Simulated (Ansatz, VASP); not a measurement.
# Two plane-wave programs on Sn

```
Sn
1.0
     0.00000    3.32815    3.32815
     3.27823    0.00000    3.32815
     3.27823    3.32815    0.00000
Sn
2
Direct
  0.50000 0.50000 0.50000
  0.75000 0.75000 0.75000
```

Change from the starting cell: strain -0.0150 x Voigt [1, 0, 0, 0, 0, 0], atoms carried along.

Alike in both runs: task single point; functional PBE; k mesh 16 × 16 × 16; occupations gaussian, width 0.15 eV; no spin polarisation.

```csv
,VASP,Ansatz
version,VASP 6.6.1,Ansatz 0.2.0
potentials or method,"VASP PAW PBE potentials, release 64 (Sn_d), cutoff 520 eV","scalar-relativistic, plane waves, PAW"
valence electrons in the cell,28,28
```

Ansatz gave:

```
gap on the k mesh at the Fermi level (eV)                     : none
pressure (GPa)                                                : 0.5
traceless stress, the component that is largest in VASP (GPa) : 0.29
```

**Question.** What did VASP give for the same quantities?

**Answer.** gap on the k mesh at the Fermi level (eV): none; pressure (GPa): 0.5; traceless stress, the component that is largest in VASP (GPa): 0.28.

A gap of «none» marks a metal or a gap that the smearing closes.
